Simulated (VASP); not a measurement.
Crystal: In2GaAs3.

```xyz
6
Lattice="-2.1402 2.1402 9.0601 2.1402 -2.1402 9.0601 2.1402 2.1402 -9.0601" Properties=species:S:1:pos:R:3 pbc="T T T"
In    0.0000    0.0000    6.1021
In    0.0000    0.0000   12.0181
Ga    0.0000    0.0000    0.0000
As    2.1402    0.0000    4.5300
As    0.0000    2.1402    1.3676
As    0.0000    2.1402    7.6924
```

Base run:

```yaml
Program: VASP 6.6.1
Functional: PBEsol
Potentials_or_basis: VASP PAW PBE potentials, release 64 (In_d, Ga_d, As)
Cutoff: 520 eV
k_mesh: 6 × 6 × 6, shifted
Occupations: gaussian, width 0.1 eV
Spin: no spin polarisation
```

Its results: band gap on the k mesh 0.19 eV; pressure -2.6 GPa; largest force 0.044 eV/Å.

**Question.** After a change of settings the same cell gave: band gap on the k mesh zero (filled and empty bands touch); pressure -2.6 GPa; largest force 0.045 eV/Å. Which change was it?
A. k mesh from 6 × 6 × 6, shifted to 10 × 10 × 10, through Γ
B. k mesh from 6 × 6 × 6, shifted to 1 × 1 × 1, through Γ
C. k mesh from 6 × 6 × 6, shifted to 2 × 2 × 2, through Γ

**Answer.** A.

Caveats: the PAW data sets were made with another functional, which shifts forces and pressure a little; spin-orbit coupling is left out, which moves the levels of the heavy elements; a shifted mesh leaves out Γ, where band edges can lie (at least some runs); semilocal functionals underestimate gaps, so a narrow gap can read as zero (at least some runs).
